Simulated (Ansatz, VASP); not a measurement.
Two plane-wave programs on SrRh6

Contents of INCAR:

```
PREC = Accurate
ENCUT = 600
EDIFF = 1E-7
ISMEAR = 0
SIGMA = 0.1
LREAL = False
LASPH = True
NELM = 60
ALGO = Normal
ISIF = 3
LWAVE = False
LCHARG = False
GGA = PE
IBRION = 2
NSW = 90
EDIFFG = -0.04
```

Contents of KPOINTS:

```
regular mesh
0
Gamma
  4 4 4
```

The input POSCAR:

```
SrRh6
1.0
    4.6842217400      0.0000000000      0.0000000000
    0.0000000000      4.6842217400      0.0000000000
    0.0000000000      0.0000000000      4.6842217400
Sr Rh
1 6
Direct
    0.0000000000      0.0000000000      0.0000000000
    0.5000000000      0.5000000000      0.2070000000
    0.5000000000      0.5000000000      0.7930000000
    0.2070000000      0.5000000000      0.5000000000
    0.7930000000      0.5000000000      0.5000000000
    0.5000000000      0.2070000000      0.5000000000
    0.5000000000      0.7930000000      0.5000000000
```

Input for Ansatz:

```yaml
crystal:
  lattice:
    - [4.68422174, 0.0, 0.0]
    - [0.0, 4.68422174, 0.0]
    - [0.0, 0.0, 4.68422174]
  atoms:
    - { symbol: Sr, position: [0.0, 0.0, 0.0] }
    - { symbol: Rh, position: [0.5, 0.5, 0.207] }
    - { symbol: Rh, position: [0.5, 0.5, 0.793] }
    - { symbol: Rh, position: [0.207, 0.5, 0.5] }
    - { symbol: Rh, position: [0.793, 0.5, 0.5] }
    - { symbol: Rh, position: [0.5, 0.207, 0.5] }
    - { symbol: Rh, position: [0.5, 0.793, 0.5] }
basis:
  ecutwfc: 420
kpoints:
  mp_grid: { grid: [4, 4, 4] }
hamiltonian:
  xc: pbe
scf:
  occupations: { method: gaussian, width: 0.1 }
  lower_state_search: "off"
output:
  forces: true
  stress: true
  eigenvalues: true
relax:
  adjacent_minimum: "off"
  f_tol: 0.04
  max_steps: 70
  cell: { stress_tol: 0.4 }
```

Change from the starting cell: species swapped into the PrB6 type (Pm-3m, No. 221).

Alike in both runs: task relaxation of cell and atoms; functional PBE; k mesh 4 × 4 × 4; occupations gaussian, width 0.1 eV; no spin polarisation.

```csv
,VASP,Ansatz
version,VASP 6.6.1,Ansatz 0.2.0
potentials or method,"VASP PAW PBE potentials, release 64 (Sr_sv, Rh_pv), cutoff 600 eV","scalar-relativistic, plane waves, PAW"
valence electrons in the cell,100,112
```

|  | VASP | Ansatz | Ansatz less VASP |
| --- | --- | --- | --- |
| gap on the k mesh at the Fermi level, each at its own relaxed structure (eV) | none | none | - |
| relaxed volume (Å³/atom) | 28.20 | 28.40 | +0.201 |
| relaxed cell length with the largest relative difference (Å) | 5.822 | 5.836 | +0.0138 |

A gap of «none» marks a metal or a gap that the smearing closes. VASP's potentials hold 100 valence electrons a cell and Ansatz's 112, so a difference there can come from the potentials and not from the codes.

Noted on VASP's run: the volume moved by over 15 % at a fixed basis, so the end points are rough.
